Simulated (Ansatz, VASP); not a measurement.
## One calculation of Ga, two programs

File INCAR:

```
SYSTEM = Ga
PREC = Accurate
ENCUT = 520
EDIFF = 1E-7
ISMEAR = -1
SIGMA = 0.05
LREAL = .False.
LASPH = .True.
NELM = 60
ALGO = Normal
ISIF = 2
LWAVE = .False.
LCHARG = .True.
GGA = PS
LELF = .True.
LVHAR = .True.
NBANDS = 34
```

File KPOINTS:

```
Automatic mesh
0
Gamma
  9 9 8
  0 0 0
```

Contents of POSCAR:

```
Ga
1.0
    2.2553500000     -3.8224000000      0.0000000000
    2.2553500000      3.8224000000      0.0000000000
    0.0000000000      0.0000000000      4.3811990000
Ga
4
Direct
    0.1525000000      0.8475000000      0.0785000000
    0.6525000000      0.3475000000      0.4215000000
    0.8475000000      0.1525000000      0.9215000000
    0.3475000000      0.6525000000      0.5785000000
```

Input for Ansatz:

```yaml
crystal:
  lattice:
    - [2.25535, -3.8224, 0.0]
    - [2.25535, 3.8224, 0.0]
    - [0.0, 0.0, 4.381199]
  atoms:
    - { symbol: Ga, position: [0.1525, 0.8475, 0.0785] }
    - { symbol: Ga, position: [0.6525, 0.3475, 0.4215] }
    - { symbol: Ga, position: [0.8475, 0.1525, 0.9215] }
    - { symbol: Ga, position: [0.3475, 0.6525, 0.5785] }
kpoints:
  mp_grid: { grid: [9, 9, 8] }
  band_path:
    path:
      - [0.0, 0.0, 0.0]
      - [-0.5, 0.5, 0.0]
      - [-0.337035342, 0.662964658, 0.0]
      - [0.337035342, 0.337035342, 0.0]
      - [0.0, 0.0, 0.0]
      - [0.0, 0.0, 0.5]
      - [0.337035342, 0.337035342, 0.5]
      - [-0.337035342, 0.662964658, 0.5]
      - [-0.5, 0.5, 0.5]
    npoints: 5
scf:
  occupations: { method: fermi_dirac, width: 0.05 }
hamiltonian:
  xc: pbesol
  pseudopotentials: { kind: all_electron, lapw: { basis_error: 0.001 } }
output:
  forces: true
  stress: true
  eigenvalues: true
```

Change from the starting cell: zz strain of -3 %.

Alike in both runs: task single point; functional PBEsol; k mesh 9 × 9 × 8; occupations fermi-dirac, width 0.05 eV; no spin polarisation.

|  | VASP | Ansatz |
| --- | --- | --- |
| version | VASP 6.6.1 | Ansatz 0.2.0 |
| potentials or method | VASP PAW PBE potentials, release 64 (Ga_d), cutoff 520 eV | all-electron LAPW, scalar-relativistic |

|  | VASP | Ansatz | Ansatz less VASP |
| --- | --- | --- | --- |
| pressure (GPa) | 0.6 | 0.6 | -0.02 |
| traceless stress, the component that is largest in VASP (GPa) | -0.57 | -0.58 | -0.007 |
| rms of the force components (eV/Å) | 0.205 | 0.207 | +0.0024 |

VASP's potentials were made for PBE, not for PBEsol. Atom by atom the forces differ by 0.002 eV/Å (rms over components). Ansatz ran all-electron here, and VASP with PAW potentials.
